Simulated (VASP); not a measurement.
Wanted: the native input for a VASP 6.6.1 run.

```yaml
Task: relaxation of cell and atoms
Functional: PBEsol
Potentials_or_basis: VASP PAW PBE potentials, release 64 (Pt)
Cutoff: 600 eV
k_mesh: 18 × 18 × 18
Occupations: gaussian, width 0.1 eV
Spin: no spin polarisation
Dipole_correction: no
Further_INCAR_settings: ALGO = Normal; EDIFF = 1e-06; IBRION = 2; EDIFFG = -0.002; NSW = 100; ISIF = 3
```

The structure of Pt lies in POSCAR:

```
Pt
1.0
    0.0000000000      1.9715751800      1.9715751800
    1.9715751800      0.0000000000      1.9715751800
    1.9715751800      1.9715751800      0.0000000000
Pt
1
Direct
    0.0000000000      0.0000000000      0.0000000000
```

These files were run (other wordings do the same):

INCAR

```
ALGO     = Normal         # electronic algorithm
EDIFF    = 1E-6           # SCF threshold, eV
EDIFFG   = -0.002         # ionic threshold
ENCUT    = 600            # plane-wave cutoff, eV
GGA      = PS             # functional
IBRION   = 2              # ionic algorithm
ISIF     = 3              # what is computed and relaxed
ISMEAR   = 0              # smearing method
LASPH    = True           # aspherical terms in the spheres
LCHARG   = False          # write CHGCAR
LREAL    = False          # projectors in reciprocal space
LWAVE    = False          # write WAVECAR
NELM     = 80             # most SCF steps
NSW      = 100            # ionic steps
PREC     = Accurate       # precision mode
SIGMA    = 0.1            # smearing width, eV
```

KPOINTS

```
k-points
0
Gamma
  18 18 18
```

Potentials or basis: VASP PAW PBE potentials, release 64 (Pt).

The run is started by

```console
$ cat potpaw_PBE.64/Pt/POTCAR > POTCAR
$ mpirun -np 1 vasp_std > vasp.out
```

It gave:

```
Relaxed volume                        : 15.02 Å³/atom
Relaxed cell                          : a = 2.769 Å, b = 2.769 Å, c = 2.769 Å, α = 60.00°, β = 60.00°, γ = 60.00°
Space group after relaxing (to 0.1 Å) : Fm-3m (No. 225)
Energy gained by relaxing             : 5.5 meV/atom
Ionic steps                           : 4
Pressure after relaxing               : 0.0 GPa
Band gap on the k mesh                : zero (bands 5 and 6 overlap by 2.25 eV)
```

Caveat: the PAW data sets were made with another functional, which shifts forces and pressure a little; spin-orbit coupling is left out, which moves the levels of the heavy elements.

Run time: 21 s on 1 thread of Intel(R) Xeon(R) 6975P-C (Granite Rapids) (shared host), peak memory 0.17 GiB.
